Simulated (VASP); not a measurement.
# NaCl (Fm-3m) in VASP: settings compared

Aim: see how the results for NaCl move with the level of theory and the settings. Levels: LDA, PBEsol+D3(BJ), PBEsol. Tasks: single point.

Program: VASP 6.6.1. These are calculated values, not measurements. Logs are shortened: lines on timing, memory, paths and dates and some standing lists are left out, and cuts for length are marked.

### Step 1. The cell of the first run

It takes space group Fm-3m (No. 225, cubic). The conventional cell has a = 5.605 Å, b = 5.605 Å, c = 5.605 Å, α = 90.00°, β = 90.00°, γ = 90.00°. Within 3.7 Å of Na (site symmetry m-3m) lie 6 Cl at 2.80 Å. Cl (site symmetry m-3m) has 6 Na at 2.80 Å within 3.7 Å.

### Step 2. Single point, LDA

The input, INCAR:

```
SYSTEM = NaCl
PREC = Accurate
ENCUT = 500
EDIFF = 1E-6
ISMEAR = 0
SIGMA = 0.01
LREAL = .False.
LASPH = .True.
NELM = 120
ALGO = Normal
ISIF = 2
LWAVE = .False.
LCHARG = .False.
GGA = CA
NBANDS = 14
GGA_COMPAT = .False.
```

The input, KPOINTS:

```
Automatic mesh
0
Gamma
  4 4 4
  0 0 0
```

The input, POSCAR:

```
NaCl
1.0
    0.0000000000      2.8026988074      2.8026988074
    2.8026988074      0.0000000000      2.8026988074
    2.8026988074      2.8026988074      0.0000000000
Na Cl
1 1
Direct
    0.0000000000      0.0000000000      0.0000000000
    0.5000000000      0.5000000000      0.5000000000
```

Potentials or basis: VASP PAW LDA potentials, release 64 (Na_pv, Cl).

On the command line:

```sh
$ cat potpaw_LDA.64/Na_pv/POTCAR potpaw_LDA.64/Cl/POTCAR > POTCAR
$ mpirun -np 1 vasp_std > vasp.out
```

OUTCAR:

```text
SYSTEM = NaCl
   PREC = Accurate
   ENCUT = 500
   EDIFF = 1E-6
   ISMEAR = 0
   LREAL = .False.
   LASPH = .True.
   NELM = 120
   ISIF = 2
   GGA = CA

 ion  position               nearest neighbor table
   1  0.000  0.000  0.000-
   2  0.500  0.500  0.500-

  LATTYP: Found a face centered cubic cell.
 ALAT       =     5.6053976148

  Lattice vectors:

 A1 = (   0.0000000000,   2.8026988074,   2.8026988074)
 A2 = (   2.8026988074,   0.0000000000,   2.8026988074)
 A3 = (   2.8026988074,   2.8026988074,   0.0000000000)

Analysis of symmetry for initial positions (statically):
=====================================================================
 Subroutine PRICEL returns:
 Original cell was already a primitive cell.

 Routine SETGRP: Setting up the symmetry group for a
 face centered cubic supercell.

 Subroutine GETGRP returns: Found 48 space group operations
 (whereof 48 operations were pure point group operations)
 out of a pool of 48 trial point group operations.

The static configuration has the point symmetry O_h .

Analysis of symmetry for dynamics (positions and initial velocities):
=====================================================================
 Subroutine PRICEL returns:
 Original cell was already a primitive cell.

 Routine SETGRP: Setting up the symmetry group for a
 face centered cubic supercell.

 Subroutine GETGRP returns: Found 48 space group operations
 (whereof 48 operations were pure point group operations)
 out of a pool of 48 trial point group operations.

The dynamic configuration has the point symmetry O_h .

 Subroutine INISYM returns: Found 48 space group operations
 (whereof 48 operations are pure point group operations),
 and found     1 'primitive' translations

----------------------------------------------------------------------------------------

                                     Primitive cell

  volume of cell :      44.0311

  direct lattice vectors                    reciprocal lattice vectors
     0.000000000  2.802698807  2.802698807    -0.178399476  0.178399476  0.178399476
     2.802698807  0.000000000  2.802698807     0.178399476 -0.178399476  0.178399476
     2.802698807  2.802698807  0.000000000     0.178399476  0.178399476 -0.178399476

  length of vectors
     3.963614665  3.963614665  3.963614665     0.308996957  0.308996957  0.308996957

  position of ions in fractional coordinates (direct lattice)
     0.000000000  0.000000000  0.000000000
     0.500000000  0.500000000  0.500000000

  ion indices of the primitive-cell ions
   primitive index   ion index
                 1           1
                 2           2

----------------------------------------------------------------------------------------

 KPOINTS: Automatic mesh

Automatic generation of k-mesh.
 Grid dimensions read from file:
 generate k-points for:    4    4    4

 Generating k-lattice:

  Cartesian coordinates                     Fractional coordinates (reciprocal lattice)
    -0.044599869  0.044599869  0.044599869     0.250000000  0.000000000  0.000000000
     0.044599869 -0.044599869  0.044599869     0.000000000  0.250000000  0.000000000
     0.044599869  0.044599869 -0.044599869     0.000000000  0.000000000  0.250000000

  Length of vectors
     0.077249239  0.077249239  0.077249239

  Shift w.r.t. Gamma in fractional coordinates (k-lattice)
     0.000000000  0.000000000  0.000000000

 Subroutine IBZKPT returns following result:
 ===========================================

 Found      8 irreducible k-points:

 Following reciprocal coordinates:
            Coordinates               Weight
  0.000000  0.000000  0.000000      1.000000
  0.250000  0.000000  0.000000      8.000000
  0.500000  0.000000  0.000000      4.000000
  0.250000  0.250000  0.000000      6.000000
  0.500000  0.250000  0.000000     24.000000
 -0.250000  0.250000  0.000000     12.000000
  0.500000  0.500000  0.000000      3.000000
 -0.250000  0.500000  0.250000      6.000000
   k-points           NKPTS =      8   k-points in BZ     NKDIM =      8   number of bands    NBANDS=     14
   number of dos      NEDOS =    301   number of ions     NIONS =      2
   total plane-waves  NPLWV =  27000
   dimension x,y,z NGX =    30 NGY =   30 NGZ =   30
   dimension x,y,z NGXF=    60 NGYF=   60 NGZF=   60
   ions per type =               1   1
   NGX,Y,Z   is equivalent  to a cutoff of  12.58, 12.58, 12.58 a.u.
   NGXF,Y,Z  is equivalent  to a cutoff of  25.17, 25.17, 25.17 a.u.
 SYSTEM =  NaCl
   PREC   = accura    normal or accurate (medium, high low for compatibility)
   ISTART =      0    job   : 0-new  1-cont  2-samecut
   ICHARG =      2    charge: 1-file 2-atom 10-const
   ISPIN  =      1    spin polarized calculation?
   LNONCOLLINEAR =      F non collinear calculations
   LSORBIT =      F    spin-orbit coupling
   LASPH  =      T    aspherical Exc in radial PAW
   ENCUT  =  500.0 eV  36.75 Ry    6.06 a.u.   7.23  7.23  7.23*2*pi/ulx,y,z
   NELM   =    120;   NELMIN=  2; NELMDL= -5     # of ELM steps
   EDIFF  = 0.1E-05   stopping-criterion for ELM
   LREAL  =      F    real-space projection
   EDIFFG = 0.1E-04   stopping-criterion for IOM
   NSW    =      0    number of steps for IOM
   IBRION =     -1    ionic relax: 0-MD 1-quasi-New 2-CG
   NFREE  =      0    steps in history (QN), initial steepest desc. (CG)
   ISIF   =      2    stress and relaxation
   ISYM   =      2    0-nonsym 1-usesym 2-fastsym
   POTIM  = 0.5000    time-step for ionic-motion
   TEBEG  =    0.0;   TEEND  =   0.0 temperature during run
   PSTRESS=    0.0 pullay stress
   NELECT =      14.0000    total number of electrons
   NUPDOWN=      -1.0000    fix difference up-down
   EMIN   =  10.00;   EMAX   =-10.00  energy-range for DOS
   EFERMI =   0.00;   METHOD = LEGACY
   ISMEAR =     0;   SIGMA  =   0.01  broadening in eV -4-tet -1-fermi 0-gaus
   EFERMI_NEDOS =   21; number of points for ismear=-14 and -15
   IALGO  =     38    algorithm
   IMIX   =      4    mixing-type and parameters
     AMIX     =   0.40;   BMIX     =  1.00
     AMIX_MAG =   1.60;   BMIX_MAG =  1.00
  volume/ion in A,a.u.               =      22.02       148.57
  Fermi-wavevector in a.u.,A,eV,Ry     =   1.117372  2.111527 16.987146  1.248520
  Thomas-Fermi vector in A             =   2.253994
   LORBIT       =      0    0 simple, 1 ext, 2 COOP (PROOUT), +10 PAW based schemes
   GGA     = CA    functional components
   LHFCALC =     F    Hartree Fock is set to
   AEXX    =    0.0000 exact exchange contribution
   IVDW    =     0    specifies the selected vdW correction
   LEPSILON=     F    determine dielectric tensor
   LRPA    =     F    only Hartree local field effects (RPA)
 non-spin polarized calculation
 Gauss-broadening in eV      SIGMA  =   0.01
  energy-cutoff  :      500.00
  volume of cell :       44.03
 maximum number of plane-waves:      1139
 NGX is ok and might be reduce to    30
   NGX = 15   NGY = 15   NGZ = 15

 number of electron      14.0000007 magnetization

 Free energy of the ion-electron system (eV)
  ---------------------------------------------------
  ext. energy  EPLUGINS =         0.00000000
  ---------------------------------------------------
  free energy    TOTEN  =        -7.36508875 eV

  energy without entropy =       -7.36508875  energy(sigma->0) =       -7.36508875

 E-fermi :  -0.6907     XC(G=0):  -8.8002

 val. band max:       -0.8380985606   @ k =   0.0000   0.0000   0.0000
 cond. band min:       3.9278303521   @ k =   0.0000   0.0000   0.0000
 fundamental gap:      4.7659289127
 Fermi energy:        -0.6906713608

 k-point     1 :       0.0000    0.0000    0.0000
  band No.  band energies     occupation
      1     -21.5870      2.00000
      2     -21.5870      2.00000
      3     -21.5870      2.00000
      4     -13.4648      2.00000
      5      -0.8381      2.00000
      6      -0.8381      2.00000
      7      -0.8381      2.00000
      8       3.9278      0.00000
      9      10.0241      0.00000
     10      10.0241      0.00000
     11      10.0241      0.00000
     12      12.2781      0.00000
     13      12.2781      0.00000
     14      13.6788      0.00000

 k-point     2 :       0.2500    0.0000    0.0000
  band No.  band energies     occupation
      1     -21.6041      2.00000
      2     -21.5882      2.00000
      3     -21.5882      2.00000
      4     -13.2828      2.00000
      5      -2.0341      2.00000
      6      -0.9856      2.00000
      7      -0.9856      2.00000
      8       5.4398      0.00000
      9       8.8921      0.00000
     10      10.3129      0.00000
     11      10.3129      0.00000
     12      12.1996      0.00000
     13      12.1996      0.00000
     14      14.4644      0.00000

 k-point     3 :       0.5000    0.0000    0.0000
  band No.  band energies     occupation
      1     -21.6208      2.00000
      2     -21.5895      2.00000
      3     -21.5895      2.00000
      4     -13.0887      2.00000
      5      -2.9192      2.00000
      6      -1.1236      2.00000
      7      -1.1236      2.00000
      8       6.0817      0.00000
      9       9.5733      0.00000
     10       9.8772      0.00000
     11       9.8772      0.00000
     12      13.8180      0.00000
     13      15.3432      0.00000
     14      15.3432      0.00000
[... 52 lines left out ...]
 k-point     7 :       0.5000    0.5000    0.0000
  band No.  band energies     occupation
      1     -21.6104      2.00000
      2     -21.5964      2.00000
      3     -21.5964      2.00000
      4     -13.0381      2.00000
      5      -2.6294      2.00000
      6      -1.4797      2.00000
      7      -1.4797      2.00000
      8       6.3810      0.00000
      9       6.8787      0.00000
     10      10.2232      0.00000
     11      13.6492      0.00000
     12      13.6492      0.00000
     13      14.3761      0.00000
     14      16.1540      0.00000

 k-point     8 :      -0.2500    0.5000    0.2500
  band No.  band energies     occupation
      1     -21.6033      2.00000
      2     -21.6033      2.00000
      3     -21.5988      2.00000
      4     -13.0185      2.00000
      5      -2.1227      2.00000
      6      -2.1227      2.00000
      7      -1.6572      2.00000
      8       7.7282      0.00000
      9       8.5834      0.00000
     10       8.5834      0.00000
     11      10.2378      0.00000
     12      14.6389      0.00000
     13      14.6389      0.00000
     14      15.3533      0.00000

------------------------ aborting loop because EDIFF is reached ----------------------------------------

  FORCE on cell =-STRESS in cart. coord.  units (eV):
  Direction    XX          YY          ZZ          XY          YZ          ZX
  --------------------------------------------------------------------------------------
  -------------------------------------------------------------------------------------
  Total       -0.5603397     -0.5603397     -0.5603397     -0.0000000      0.0000000     -0.0000000
  in kB      -20.3893167    -20.3893167    -20.3893167     -0.0000000      0.0000000     -0.0000000
  external PRESSURE =     -20.3893167 kB  Pullay stress =       0.0000000 kB

 VOLUME and BASIS-vectors are now :
 -----------------------------------------------------------------------------
  energy-cutoff  :      500.00
  volume of cell :       44.03
      direct lattice vectors                 reciprocal lattice vectors
     0.000000000  2.802698807  2.802698807    -0.178399476  0.178399476  0.178399476
     2.802698807  0.000000000  2.802698807     0.178399476 -0.178399476  0.178399476
     2.802698807  2.802698807  0.000000000     0.178399476  0.178399476 -0.178399476

 POSITION                                       TOTAL-FORCE (eV/Angst)
 -----------------------------------------------------------------------------------
      0.00000      0.00000      0.00000         0.000000     -0.000000     -0.000000
      2.80270      2.80270      2.80270        -0.000000      0.000000      0.000000
 -----------------------------------------------------------------------------------
    total drift:                               -0.000000      0.000000      0.000000

  FREE ENERGIE OF THE ION-ELECTRON SYSTEM (eV)
  ---------------------------------------------------
  free  energy   TOTEN  =        -7.3650887538 eV

  energy  without entropy=       -7.3650887538  energy(sigma->0) =       -7.36508875
```

Wall time 8.2 s (1 thread of Intel Xeon Platinum 8259CL at 2.50GHz (Skylake/Cascade Lake), shared host); peak memory 0.14 GiB.

What came out:

```yaml
Free_energy: -7.3651 eV
Pressure: -2.0 GPa
Band_gap_on_the_k_mesh: 4.77 eV
```

Levels at points of the mesh, in eV from the valence-band top:
| k point | band 4 | band 5 | band 6 | band 7 | band 8 | band 9 | band 10 | band 11 |
| --- | --- | --- | --- | --- | --- | --- | --- | --- |
| (0.00, 0.00, 0.00) | -12.63 | 0.00 | 0.00 | 0.00 | 4.77 | 10.86 | 10.86 | 10.86 |
| (0.50, 0.00, 0.00) | -12.25 | -2.08 | -0.29 | -0.29 | 6.92 | 10.41 | 10.72 | 10.72 |
| (0.50, 0.50, 0.00) | -12.20 | -1.79 | -0.64 | -0.64 | 7.22 | 7.72 | 11.06 | 14.49 |

Caveat: the k points lie up to 0.49 Å⁻¹ apart.

### Step 3. Single point, PBEsol+D3(BJ)

The input, INCAR:

```
SYSTEM = NaCl
PREC = Accurate ; ENCUT = 500
EDIFF = 1E-6 ; ISMEAR = 0
SIGMA = 0.01 ; LREAL = .False.
LASPH = .True. ; NELM = 120
ALGO = Normal ; ISIF = 2
LWAVE = .False. ; LCHARG = .False.
GGA = PS ; IVDW = 12
NBANDS = 14 ; GGA_COMPAT = .False.
```

The input, KPOINTS:

```
regular mesh
0
Gamma
  6 6 6
  0 0 0
```

POSCAR is that of step 2.

Potentials or basis: VASP PAW PBE potentials, release 64 (Na_pv, Cl).

On the command line:

```sh
$ cat potpaw_PBE.64/Na_pv/POTCAR potpaw_PBE.64/Cl/POTCAR > POTCAR
$ mpirun -np 1 vasp_std > vasp.out
```

Run time: 18 s. Hardware: 1 thread of Intel Xeon Platinum 8259CL at 2.50GHz (Skylake/Cascade Lake), shared host; peak memory 0.16 GiB.

The run converged. Its results:

```
Free energy                : -7.3886 eV
Pressure                   : -1.5 GPa
Band gap on the k mesh     : 5.00 eV
Dispersion energy per atom : -0.195 eV
```

Levels at points of the mesh, in eV from the valence-band top:
| k point | band 5 | band 6 | band 7 | band 8 | band 9 | band 10 |
| --- | --- | --- | --- | --- | --- | --- |
| (0.00, 0.00, 0.00) | 0.00 | 0.00 | 0.00 | 5.00 | 11.01 | 11.01 |
| (0.50, 0.00, 0.00) | -2.03 | -0.28 | -0.28 | 7.11 | 10.65 | 10.91 |
| (0.50, 0.50, 0.00) | -1.75 | -0.63 | -0.63 | 7.49 | 7.87 | 11.26 |

Caveat: the PAW data sets were made with another functional, which shifts forces and pressure a little.

[end of part 1 of 2]
